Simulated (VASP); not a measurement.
# CuO (F-43m) in VASP: notebook, part 2 of 2

VASP 6.6.1. The steps go on from the part before.

## (4) Single point, LDA+U

This run uses another cell than the first one, of 12.60 Å³/atom, 1.069 times its volume.

File INCAR:

```
SYSTEM = CuO
PREC     = Accurate       ! precision mode
ENCUT    = 520            ! plane-wave cutoff, eV
EDIFF    = 1E-7           ! SCF threshold, eV
ISMEAR   = -1             ! smearing method
SIGMA    = 0.05           ! smearing width, eV
LREAL    = .False.        ! projectors in reciprocal space
LASPH    = .True.         ! aspherical terms in the spheres
NELM     = 150            ! most SCF steps
ALGO     = Normal         ! electronic algorithm
ISIF     = 2              ! what is computed and relaxed
LWAVE    = .False.        ! write WAVECAR
LCHARG   = .True.         ! write CHGCAR
LMAXMIX  = 4              ! l up to which the mixer works
LDAU     = .True.         ! DFT+U
LDAUTYPE = 2            
LDAUL    = 2 -1           ! shell
LDAUU    = 5.3 0          ! U, eV
LDAUJ    = 0 0          
LDAUPRINT= 1            
GGA      = CA             ! functional
LELF     = .True.         ! ELF
LVHAR    = .True.       
NBANDS   = 16             ! bands
```

File KPOINTS:

```
regular mesh
0
Gamma
  10 10 10
  0 0 0
```

File POSCAR:

```
CuO
1.0
    0.0000000000      2.3272527300      2.3272527300
    2.3272527300      0.0000000000      2.3272527300
    2.3272527300      2.3272527300      0.0000000000
Cu O
1 1
Direct
    0.0000000000      0.0000000000      0.0000000000
    0.2500000000      0.2500000000      0.2500000000
```

Potentials or basis: VASP PAW LDA potentials, release 64 (Cu, O).

The run is started by

```console
cat potpaw_LDA.64/Cu/POTCAR potpaw_LDA.64/O/POTCAR > POTCAR
mpirun -np 1 vasp_std > vasp.out
```

OUTCAR:

```text
SYSTEM = CuO
   PREC = Accurate
   ENCUT = 520
   EDIFF = 1E-7
   ISMEAR = -1
   LREAL = .False.
   LASPH = .True.
   NELM = 150
   ISIF = 2
   GGA = CA

 ion  position               nearest neighbor table
   1  0.000  0.000  0.000-   2 2.02   2 2.02   2 2.02   2 2.02
   2  0.250  0.250  0.250-   1 2.02   1 2.02   1 2.02   1 2.02

  LATTYP: Found a face centered cubic cell.
 ALAT       =     4.6545054600

  Lattice vectors:

[... 678 lines left out ...]

------------------------ aborting loop because EDIFF is reached ----------------------------------------

  FORCE on cell =-STRESS in cart. coord.  units (eV):
  Direction    XX          YY          ZZ          XY          YZ          ZX
  --------------------------------------------------------------------------------------
  -------------------------------------------------------------------------------------
  Total       -3.4041960     -3.4041960     -3.4041960      0.0000000      0.0000000     -0.0000000
  in kB     -216.3537839   -216.3537839   -216.3537839      0.0000000      0.0000000     -0.0000000
  external PRESSURE =    -216.3537839 kB  Pullay stress =       0.0000000 kB

 VOLUME and BASIS-vectors are now :
 -----------------------------------------------------------------------------
  energy-cutoff  :      520.00
  volume of cell :       25.21
      direct lattice vectors                 reciprocal lattice vectors
     0.000000000  2.327252730  2.327252730    -0.214845596  0.214845596  0.214845596
     2.327252730  0.000000000  2.327252730     0.214845596 -0.214845596  0.214845596
     2.327252730  2.327252730  0.000000000     0.214845596  0.214845596 -0.214845596

 POSITION                                       TOTAL-FORCE (eV/Angst)
 -----------------------------------------------------------------------------------
      0.00000      0.00000      0.00000         0.000000     -0.000000      0.000000
      1.16363      1.16363      1.16363        -0.000000      0.000000     -0.000000
 -----------------------------------------------------------------------------------
    total drift:                                0.000001      0.000001      0.000000

  FREE ENERGIE OF THE ION-ELECTRON SYSTEM (eV)
  ---------------------------------------------------
  free  energy   TOTEN  =        -9.1599013136 eV

  energy  without entropy=       -9.1384632522  energy(sigma->0) =       -9.14918228
```

OSZICAR:

```text
N       E                     dE             d eps       ncg     rms          rms(c)
DAV:   1     0.970325061825E+02    0.97033E+02   -0.81931E+03  1600   0.153E+03
DAV:   2    -0.445000434760E+01   -0.10148E+03   -0.90625E+02  1648   0.283E+02
DAV:   3    -0.108744534671E+02   -0.64244E+01   -0.60948E+01  1816   0.726E+01
DAV:   4    -0.109562191632E+02   -0.81766E-01   -0.81705E-01  1744   0.818E+00
DAV:   5    -0.109577053379E+02   -0.14862E-02   -0.14862E-02  1920   0.117E+00    0.915E+00
DAV:   6    -0.104293682032E+02    0.52834E+00   -0.14265E+01  1944   0.104E+02    0.812E+00
DAV:   7    -0.916865240722E+01    0.12607E+01   -0.41300E+00  1920   0.692E+01    0.140E+00
DAV:   8    -0.917379559276E+01   -0.51432E-02   -0.25297E-01  1592   0.472E+00    0.791E-01
DAV:   9    -0.915997258156E+01    0.13823E-01   -0.16148E-02  2472   0.335E+00    0.128E-01
DAV:  10    -0.915987641467E+01    0.96167E-04   -0.17030E-03  2288   0.931E-01    0.361E-02
DAV:  11    -0.915991519625E+01   -0.38782E-04   -0.21259E-04  2320   0.275E-01    0.294E-02
DAV:  12    -0.915990172811E+01    0.13468E-04   -0.29203E-05  2376   0.136E-01    0.600E-03
DAV:  13    -0.915990127714E+01    0.45097E-06   -0.19084E-06  2320   0.304E-02    0.820E-04
DAV:  14    -0.915990131359E+01   -0.36453E-07   -0.86002E-08  1064   0.837E-03
   1 F= -.91599013E+01 E0= -.91491823E+01  d E =-.214381E-01
```

It took 11 s on 1 thread of AMD EPYC 9R45 (Zen 5), shared host; peak memory 0.1 GiB.

What came out:

```
Free energy : -9.1599 eV
Pressure    : -21.6 GPa
```

Eigenvalues of the final occupation matrices:
```csv
site,spin,trace,eigenvalues
site 1 d,1,4.65,0.91 0.91 0.91 0.96 0.96
site 1 d,2,4.65,0.91 0.91 0.91 0.96 0.96
```

Caveat: an odd number of electrons without spin polarisation forces a metal; a magnetic or distorted state may lie lower; U without spin polarisation on a metal has little footing.

## (5) The runs side by side

| level | potentials or basis | U | cell | k mesh | gap on the mesh (eV) | pressure (GPa) |
| --- | --- | --- | --- | --- | --- | --- |
| PBE+U | VASP PAW PBE potentials, release 64 (Cu, O) | Cu d U = 4.5 eV | a = 3.218 Å, angles 60.0°, 2 atoms | 10 × 10 × 10 | none | -3.8 |
| PBE | VASP PAW PBE potentials, release 64 (Cu, O) | - | a = 3.291 Å, angles 60.0°, 2 atoms | 13 × 13 × 13 | none | -9.0 |
| LDA+U | VASP PAW LDA potentials, release 64 (Cu, O) | Cu d U = 5.3 eV | a = 3.291 Å, angles 60.0°, 2 atoms | 10 × 10 × 10 | none | -21.6 |

Alike in all rows: task single point; no spin polarisation; cutoff (eV) 520; smearing fermi-dirac 0.05 eV.

Caveats: an odd number of electrons without spin polarisation forces a metal; a magnetic or distorted state may lie lower; U without spin polarisation on a metal has little footing (some runs); semilocal functionals often make such compounds metallic where correlation or magnetic order opens a gap, which also shifts bond lengths (some runs).

Absolute energies hang on the potentials; compare differences alone.
